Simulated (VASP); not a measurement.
Write the native input for VASP 6.6.1 that does the following.

```
Task                   : single point
Functional             : PBE
Dispersion             : D3(BJ)
Potentials or basis    : VASP PAW PBE potentials, release 64 (C)
Cutoff                 : 520 eV
k mesh                 : 22 × 22 × 4
Occupations            : gaussian, width 0.15 eV
Spin                   : no spin polarisation
Dipole correction      : no
Further INCAR settings : ALGO = Normal; EDIFF = 1e-07; NBANDS = 26
```

The structure of C lies in POSCAR:

```
C
1.0
   -1.2324898335     -2.1347350114      0.0000000000
    1.2324898335     -2.1347350114      0.0000000000
    0.0000000000     -0.3556468529     13.4768657407
C
8
Direct
    0.9271166650      0.9271166650      0.8749500000
    0.9687666650      0.9687666650      0.3749500000
   -0.0104083350     -0.0104083350      0.1249500000
   -0.0520583350     -0.0520583350      0.6249500000
    0.5937833317      0.5937833317      0.8749500000
    0.6354333317      0.6354333317      0.3749500000
    0.3229249983      0.3229249983      0.1249500000
    0.2812749983      0.2812749983      0.6249500000
```

One way to write it, as run:

INCAR

```
SYSTEM = C
PREC = Accurate
ENCUT = 520
EDIFF = 1E-7
ISMEAR = 0
SIGMA = 0.15
LREAL = .False.
LASPH = .True.
NELM = 80
ALGO = Normal
ISIF = 2
LWAVE = .False.
LCHARG = .False.
GGA = PE
IVDW = 12
NBANDS = 26
```

KPOINTS

```
Automatic mesh
0
Gamma
  22 22 4
  0 0 0
```

Potentials or basis: VASP PAW PBE potentials, release 64 (C).

Launch:

```sh
$ cat potpaw_PBE.64/C/POTCAR > POTCAR
$ mpirun -np 1 vasp_std > vasp.out
```

Results of the run:

```
Pressure                   : 0.5 GPa
Largest force              : 0.006 eV/Å
Dispersion energy per atom : -0.156 eV
```

Run time: 13 min on 1 thread of Oxide Virtual Turin-like Processor (shared host), peak memory 0.63 GiB.
